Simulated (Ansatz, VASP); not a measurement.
# Two plane-wave programs on Mg2B3

```xyz
5
Lattice="4.6013 0.0000 0.0000 -2.3007 3.9849 0.0000 0.0000 0.0000 4.6795" Properties=species:S:1:pos:R:3 pbc="T T T"
Mg    0.0000    2.6566    2.3397
Mg    2.3007    1.3283    2.3397
B     0.0000    0.0000    3.1290
B     0.0000    0.0000    1.5505
B     0.0000    0.0000    0.0000
```

Alike in both runs: functional PBE; k mesh 12 × 12 × 8; occupations gaussian, width 0.1 eV; no spin polarisation.

Ansatz relaxed the structure, and its values are those at the end. VASP's run is a single point on that final structure, the one shown.

|  | VASP | Ansatz |
| --- | --- | --- |
| version | VASP 6.6.1 | Ansatz 0.2.0 |
| potentials or method | VASP PAW PBE potentials, release 64 (Mg, B), cutoff 520 eV | scalar-relativistic, plane waves, PAW |
| valence electrons in the cell | 13 | 29 |

VASP gave:

```
gap on the k mesh at the Fermi level (eV) : none
pressure (GPa)                            : -0.1
```

Task: Which values does Ansatz return?

Result: gap on the k mesh at the Fermi level (eV): none; pressure (GPa): 0.0.

A gap of «none» marks a metal or a gap that the smearing closes. VASP's potentials hold 13 valence electrons a cell and Ansatz's 29, so a difference there can come from the potentials and not from the codes.
